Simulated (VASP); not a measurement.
# CuO in VASP: further runs

Aim: see how the results for CuO move with the level of theory and the settings. Levels: PBE, LDA, PBEsol. Tasks: single point.

Program: VASP 6.6.1. These are calculated values, not measurements. Logs are shortened: lines on timing, memory, paths and dates and some standing lists are left out, and cuts for length are marked.

**1. The cell of the first run**

The typed cell holds 4 atoms: a = 5.441 Å, b = 5.442 Å, c = 9.782 Å, α = 89.81°, β = 89.81°, γ = 89.22°.

**2. Single point, PBE**

Contents of INCAR:

```
PREC = Accurate ; ENCUT = 520
EDIFF = 1E-7 ; ISMEAR = 0
SIGMA = 0.1 ; LREAL = F
LASPH = T ; NELM = 80
ALGO = Normal ; ISIF = 2
LWAVE = F ; LCHARG = T
GGA = PE ; LELF = T
LVHAR = T ; NBANDS = 25
```

Contents of KPOINTS:

```
regular mesh
0
Gamma
  4 4 2
```

Contents of POSCAR:

```
CuO
1.0
    5.4414703661      0.0000000000      0.0000000000
    0.0738368410      5.4410518212      0.0000000000
    0.0330615017      0.0325881525      9.7818673136
Cu O
2 2
Direct
    0.5000000000      0.0000000000      0.5000000000
    0.0000000000      0.5000000000      0.0000000000
    0.0015760300      0.9983282200      0.2501129000
    0.9984239700      0.0016717800      0.7498871000
```

Potentials or basis: VASP PAW PBE potentials, release 64 (Cu, O).

Started as:

```bash
$ cat potpaw_PBE.64/Cu/POTCAR potpaw_PBE.64/O/POTCAR > POTCAR
$ mpirun -np 1 vasp_std > vasp.out
```

OUTCAR:

```text
PREC = Accurate
   ENCUT = 520
   EDIFF = 1E-7
   ISMEAR = 0
   LREAL = F
   LASPH = T
   NELM = 80
   ISIF = 2
   GGA = PE

 ion  position               nearest neighbor table
   1  0.500  0.000  0.500-
   2  0.000  0.500  0.000-
   3  0.002  0.998  0.250-
   4  0.998  0.002  0.750-

  LATTYP: Found a base centered monoclinic cell.
 ALAT       =    21.0079356105
 B/A-ratio  =     0.3638182808
 C/A-ratio  =     0.4656324948
 COS(beta)  =    -0.9295148209

  Lattice vectors:

 A1 = (   5.4084088644,  -0.0325881525,  -9.7818673136)
 A2 = (   0.0407753393,   5.4084636687,  -9.7818673136)
 A3 = (   0.0330615017,   0.0325881525,   9.7818673136)

Analysis of symmetry for initial positions (statically):
=====================================================================
 Subroutine PRICEL returns:
 Original cell was already a primitive cell.

 Routine SETGRP: Setting up the symmetry group for a
 base centered monoclinic supercell.

 Subroutine GETGRP returns: Found  2 space group operations
 (whereof  2 operations were pure point group operations)
 out of a pool of  4 trial point group operations.

The static configuration has the point symmetry S_2 .

Analysis of symmetry for dynamics (positions and initial velocities):
=====================================================================
 Subroutine PRICEL returns:
 Original cell was already a primitive cell.

 Routine SETGRP: Setting up the symmetry group for a
 base centered monoclinic supercell.

 Subroutine GETGRP returns: Found  2 space group operations
 (whereof  2 operations were pure point group operations)
 out of a pool of  4 trial point group operations.

The dynamic configuration has the point symmetry S_2 .

 Subroutine INISYM returns: Found  2 space group operations
 (whereof  2 operations are pure point group operations),
 and found     1 'primitive' translations

----------------------------------------------------------------------------------------

                                     Primitive cell

  volume of cell :     289.6149

  direct lattice vectors                    reciprocal lattice vectors
     5.441470366  0.000000000  0.000000000     0.183773858 -0.002493871 -0.000612825
[... 81 lines left out ...]
   LSORBIT =      F    spin-orbit coupling
   LASPH  =      T    aspherical Exc in radial PAW
   ENCUT  =  520.0 eV  38.22 Ry    6.18 a.u.  10.12 10.12 18.19*2*pi/ulx,y,z
   NELM   =     80;   NELMIN=  2; NELMDL= -5     # of ELM steps
   EDIFF  = 0.1E-06   stopping-criterion for ELM
   LREAL  =      F    real-space projection
   EDIFFG = 0.1E-05   stopping-criterion for IOM
   NSW    =      0    number of steps for IOM
   IBRION =     -1    ionic relax: 0-MD 1-quasi-New 2-CG
   NFREE  =      0    steps in history (QN), initial steepest desc. (CG)
   ISIF   =      2    stress and relaxation
   ISYM   =      2    0-nonsym 1-usesym 2-fastsym
   POTIM  = 0.5000    time-step for ionic-motion
   TEBEG  =    0.0;   TEEND  =   0.0 temperature during run
   PSTRESS=    0.0 pullay stress
   NELECT =      34.0000    total number of electrons
   NUPDOWN=      -1.0000    fix difference up-down
   EMIN   =  10.00;   EMAX   =-10.00  energy-range for DOS
   EFERMI =   0.00;   METHOD = LEGACY
   ISMEAR =     0;   SIGMA  =   0.10  broadening in eV -4-tet -1-fermi 0-gaus
   EFERMI_NEDOS =   21; number of points for ismear=-14 and -15
   IALGO  =     38    algorithm
   IMIX   =      4    mixing-type and parameters
     AMIX     =   0.40;   BMIX     =  1.00
     AMIX_MAG =   1.60;   BMIX_MAG =  1.00
  volume/ion in A,a.u.               =      72.40       488.60
  Fermi-wavevector in a.u.,A,eV,Ry     =   0.801606  1.514815  8.742720  0.642572
  Thomas-Fermi vector in A             =   1.909125
   LORBIT       =      0    0 simple, 1 ext, 2 COOP (PROOUT), +10 PAW based schemes
   GGA     = PE    functional components
   LHFCALC =     F    Hartree Fock is set to
   AEXX    =    0.0000 exact exchange contribution
   IVDW    =     0    specifies the selected vdW correction
   LEPSILON=     F    determine dielectric tensor
   LRPA    =     F    only Hartree local field effects (RPA)
 non-spin polarized calculation
 Gauss-broadening in eV      SIGMA  =   0.10
  energy-cutoff  :      520.00
  volume of cell :      289.61
 maximum number of plane-waves:      7817
   NGX = 21   NGY = 21   NGZ = 37

 number of electron      33.9999940 magnetization

 Free energy of the ion-electron system (eV)
  ---------------------------------------------------
  ext. energy  EPLUGINS =         0.00000000
  ---------------------------------------------------
  free energy    TOTEN  =        -4.91790863 eV

  energy without entropy =       -4.77252113  energy(sigma->0) =       -4.84521488

 E-fermi :  -4.3906     XC(G=0):  -4.1079

 val. band max:       -4.3968918940   @ k =   0.5000   0.0000   0.0000
 cond. band min:      -4.3866530009   @ k =   0.0000   0.0000   0.5000
 fundamental gap:      0.0102388931
 Fermi energy:        -4.3906256104

 k-point     1 :       0.0000    0.0000    0.0000
  band No.  band energies     occupation
      1     -19.1400      2.00000
      2     -19.1368      2.00000
      3      -5.1373      2.00000
      4      -5.1101      2.00000
      5      -5.1095      2.00000
      6      -5.0999      2.00000
[... 549 lines left out ...]
     24       1.0080      0.00000
     25       1.5288      0.00000

------------------------ aborting loop because EDIFF is reached ----------------------------------------

  FORCE on cell =-STRESS in cart. coord.  units (eV):
  Direction    XX          YY          ZZ          XY          YZ          ZX
  --------------------------------------------------------------------------------------
  -------------------------------------------------------------------------------------
  Total       -3.7161212     -3.7061201     -5.8650042     -0.0410023     -0.0208250     -0.0182705
  in kB      -20.5579380    -20.5026113    -32.4457643     -0.2268285     -0.1152061     -0.1010744
  external PRESSURE =     -24.5021045 kB  Pullay stress =       0.0000000 kB

 VOLUME and BASIS-vectors are now :
 -----------------------------------------------------------------------------
  energy-cutoff  :      520.00
  volume of cell :      289.61
      direct lattice vectors                 reciprocal lattice vectors
     5.441470366  0.000000000  0.000000000     0.183773858 -0.002493871 -0.000612825
     0.073836841  5.441051821  0.000000000     0.000000000  0.183787994 -0.000612287
     0.033061502  0.032588153  9.781867314     0.000000000  0.000000000  0.102229970

 POSITION                                       TOTAL-FORCE (eV/Angst)
 -----------------------------------------------------------------------------------
      2.73727      0.01629      4.89093        -0.000000     -0.000000      0.000000
      0.03692      2.72053      0.00000        -0.000000     -0.000000      0.000000
      0.09056      5.44011      2.44657        -0.003832      0.003554      0.000733
      5.45781      0.03353      7.33530         0.003832     -0.003554     -0.000733
 -----------------------------------------------------------------------------------
    total drift:                               -0.000000      0.000000     -0.000000

  FREE ENERGIE OF THE ION-ELECTRON SYSTEM (eV)
  ---------------------------------------------------
  free  energy   TOTEN  =        -4.9179086316 eV

  energy  without entropy=       -4.7725211265  energy(sigma->0) =       -4.84521488
```

OSZICAR:

```text
N       E                     dE             d eps       ncg     rms          rms(c)
DAV:   1     0.265161387016E+03    0.26516E+03   -0.11916E+04  1000   0.111E+03
DAV:   2     0.453324600709E+02   -0.21983E+03   -0.20222E+03  1007   0.256E+02
DAV:   3    -0.114448350749E+02   -0.56777E+02   -0.43879E+02  1767   0.108E+02
[... 14 lines left out ...]
DAV:  18    -0.491792095964E+01   -0.41418E-04   -0.16237E-04  1181   0.191E-01    0.466E-02
DAV:  19    -0.491790674506E+01    0.14215E-04   -0.73318E-05  1393   0.127E-01    0.391E-03
DAV:  20    -0.491790886606E+01   -0.21210E-05   -0.81115E-06  1101   0.617E-02    0.578E-03
DAV:  21    -0.491790851316E+01    0.35291E-06   -0.30939E-06  1171   0.339E-02    0.323E-03
DAV:  22    -0.491790862802E+01   -0.11487E-06   -0.72134E-07  1320   0.141E-02    0.202E-03
DAV:  23    -0.491790863161E+01   -0.35870E-08   -0.90338E-08   708   0.885E-03
   1 F= -.49179086E+01 E0= -.48452149E+01  d E =-.145388E+00
```

stdout:

```text
POSCAR found type information on POSCAR CuO
 POSCAR found :  2 types and       4 ions
 scaLAPACK will be used
 LDA part: xc-table for (Slater+PW92), standard interpolation
 POSCAR, INCAR and KPOINTS ok, starting setup
 FFT: planning ... GRIDC
 FFT: planning ... GRID_SOFT
 FFT: planning ... GRID
 WAVECAR not read
 entering main loop
```

Run time: 2.4 min. Hardware: 1 thread of AMD EPYC 7R13 (Zen 3), shared host; peak memory 0.39 GiB.

What came out:

```
Free energy            : -4.9179 eV
Pressure               : -2.5 GPa
Largest force          : 0.005 eV/Å
Band gap on the k mesh : zero (band 17 reaches -4.37 eV, above the bottom of band 18 at -4.47 eV)
```

Forces on the atoms (eV/Å):
```
Cu   0.000  0.000  0.000
Cu   0.000  0.000  0.000
O   -0.004  0.004  0.001
O    0.004 -0.004 -0.001
```

Levels at points of the mesh, in eV from the Fermi level:
| k point | band 15 | band 16 | band 17 | band 18 | band 19 | band 20 |
| --- | --- | --- | --- | --- | --- | --- |
| (0.00, 0.00, 0.00) | -0.06 | -0.05 | 0.02 | 0.02 | 0.26 | 1.04 |
| (0.50, 0.00, 0.00) | -0.11 | -0.05 | -0.01 | 0.02 | 0.88 | 0.95 |
| (0.00, 0.50, 0.00) | -0.11 | -0.05 | -0.01 | 0.02 | 0.88 | 0.94 |
| (0.50, 0.50, 0.00) | -0.20 | -0.11 | -0.10 | 0.03 | 1.12 | 1.13 |
| (0.00, 0.00, 0.50) | -0.05 | -0.05 | 0.00 | 0.00 | 0.71 | 0.71 |
| (0.50, 0.00, 0.50) | -0.14 | -0.13 | -0.05 | 0.02 | 0.93 | 0.95 |
| (0.00, 0.50, 0.50) | -0.14 | -0.13 | -0.05 | 0.02 | 0.93 | 0.95 |
| (0.50, 0.50, 0.50) | -0.11 | -0.11 | -0.08 | -0.08 | 1.13 | 1.13 |

Caveat: semilocal functionals often make such compounds metallic where correlation or magnetic order opens a gap, which also shifts bond lengths.

(Part 1 of 2 ends here.)
